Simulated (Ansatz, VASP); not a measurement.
Mn3Cu in VASP and in Ansatz

```
Mn Cu
1.0
     3.47852    0.00000    0.00000
     0.00000    3.47852    0.00000
     0.00000    0.00000    3.47852
Mn Cu
3 1
Direct
  0.00000 0.50000 0.50000
  0.50000 0.00000 0.50000
  0.50000 0.50000 0.00000
  0.00000 0.00000 0.00000
```

Alike in both runs: functional PBEsol; k mesh 12 × 12 × 12; occupations gaussian, width 0.1 eV; no spin polarisation.

Ansatz relaxed the structure, and its values are those at the end. VASP's run is a single point on that final structure, the one shown.

|  | VASP | Ansatz |
| --- | --- | --- |
| version | VASP 6.6.1 | Ansatz 0.2.0 |
| potentials or method | VASP PAW PBE potentials, release 64 (Mn_pv, Cu), cutoff 520 eV | scalar-relativistic, plane waves, PAW |
| valence electrons in the cell | 50 | 64 |

Ansatz gave:

- gap on the k mesh at the Fermi level (eV): none
- pressure (GPa): 0.0

Problem. Which values does VASP return?

Solution. gap on the k mesh at the Fermi level (eV): none; pressure (GPa): 0.2.

VASP's potentials were made for PBE, not for PBEsol. A gap of «none» marks a metal or a gap that the smearing closes. VASP's potentials hold 50 valence electrons a cell and Ansatz's 64, so a difference there can come from the potentials and not from the codes.
